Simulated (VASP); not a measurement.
Input of a VASP 6.6.1 run:

The input INCAR:

```
SYSTEM = PtRh2
PREC     = Accurate       ! precision mode
ENCUT    = 520            ! plane-wave cutoff, eV
EDIFF    = 1E-7           ! SCF threshold, eV
ISMEAR   = 0              ! smearing method
SIGMA    = 0.1            ! smearing width, eV
LREAL    = .FALSE.        ! projectors in reciprocal space
LASPH    = .TRUE.         ! aspherical terms in the spheres
NELM     = 60             ! most SCF steps
ALGO     = Fast           ! electronic algorithm
ISIF     = 2              ! what is computed and relaxed
LWAVE    = .FALSE.        ! write WAVECAR
LCHARG   = .FALSE.        ! write CHGCAR
GGA      = PE             ! functional
NBANDS   = 27             ! bands
```

The input KPOINTS:

```
regular mesh
0
G
  6 6 6
  0 0 0
```

File POSCAR:

```
PtRh2
1.0
    1.5928747544      0.9196466682      4.8108892362
   -1.5928747544      0.9196466682      4.8108892362
    0.0000000000     -1.8392933365      4.8108892362
Rh Pt
2 1
Direct
    0.7500000000      0.7500000000      0.7500000000
    0.2500000000      0.2500000000      0.2500000000
    0.0000000000      0.0000000000      0.0000000000
```

Potentials or basis: VASP PAW PBE potentials, release 64 (Rh_pv, Pt).

Launch:

```bash
$ cat potpaw_PBE.64/Rh_pv/POTCAR potpaw_PBE.64/Pt/POTCAR > POTCAR
$ mpirun -np 1 vasp_std > vasp.out
```

Task: What does it give for the largest force?

Result: 12.796 eV/Å.

Task: Estimate the band gap on the k mesh.

Result: Zero (bands 20 and 21 overlap by 1.36 eV).

Task: What does it give for the pressure?

Result: 119.8 GPa.

Forces on the atoms (eV/Å):
```
Rh    0.000   0.000  12.796
Rh    0.000   0.000 -12.796
Pt    0.000   0.000   0.000
```

Caveat: the k points lie up to 0.39 Å⁻¹ apart, too coarse for converged energies and pressures of a metal; spin-orbit coupling is left out, which moves the levels of the heavy elements; forces of over 1 eV/Å act on the atoms, so gaps and moduli don't describe the material at rest.
